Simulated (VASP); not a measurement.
Set up this calculation in VASP 6.6.1, as the native input.

| Quantity | Value |
| --- | --- |
| Task | single point |
| Functional | RPBE |
| Dispersion | D3(BJ) |
| Potentials or basis | VASP PAW PBE potentials, release 64 (Cd, S) |
| Cutoff | 520 eV |
| k mesh | 7 × 7 × 4 |
| Occupations | fermi-dirac, width 0.05 eV |
| Spin | no spin polarisation |
| Dipole correction | no |
| Further INCAR settings | ALGO = Normal; EDIFF = 1e-06; NBANDS = 26 |

The structure of CdS lies in POSCAR:

```
CdS
1.0
    4.0710202582      0.0000000000      0.0000000000
   -2.0355101291      3.5256069629      0.0000000000
    0.0000000000      0.0000000000      6.4925044217
Cd S
2 2
Direct
    0.6666666667      0.3333333333      0.4963249227
    0.3333333333      0.6666666667     -0.0036750773
    0.6666666667      0.3333333333      0.8786750773
    0.3333333333      0.6666666667      0.3786750773
```

The input as run:

INCAR

```
SYSTEM = CdS
ALGO     = Normal         ! electronic algorithm
EDIFF    = 1E-6           ! SCF threshold, eV
ENCUT    = 520            ! plane-wave cutoff, eV
GGA      = RP             ! functional
ISIF     = 2              ! what is computed and relaxed
ISMEAR   = -1             ! smearing method
IVDW     = 12             ! dispersion correction
LASPH    = .True.         ! aspherical terms in the spheres
LCHARG   = .True.         ! write CHGCAR
LELF     = .True.         ! ELF
LREAL    = .False.        ! projectors in reciprocal space
LVHAR    = .True.       
LWAVE    = .False.        ! write WAVECAR
NBANDS   = 26             ! bands
NELM     = 80             ! most SCF steps
PREC     = Accurate       ! precision mode
SIGMA    = 0.05           ! smearing width, eV
```

KPOINTS

```
k-points
0
Gamma
  7 7 4
  0 0 0
```

Potentials or basis: VASP PAW PBE potentials, release 64 (Cd, S).

The run is started by

```sh
$ cat potpaw_PBE.64/Cd/POTCAR potpaw_PBE.64/S/POTCAR > POTCAR
$ mpirun -np 1 vasp_std > vasp.out
```

It gave:

- Pressure: 0.4 GPa
- Band gap on the k mesh: 1.59 eV
- Dispersion energy per atom: -1.257 eV

Caveat: the dispersion term is far too large for a dense solid, which distorts pressure and volume; the PAW data sets were made with another functional, which shifts forces and pressure a little.

Wall time 48 s on 1 thread of Intel(R) Xeon(R) Platinum 8488C (Sapphire Rapids) (shared host), peak memory 0.21 GiB.
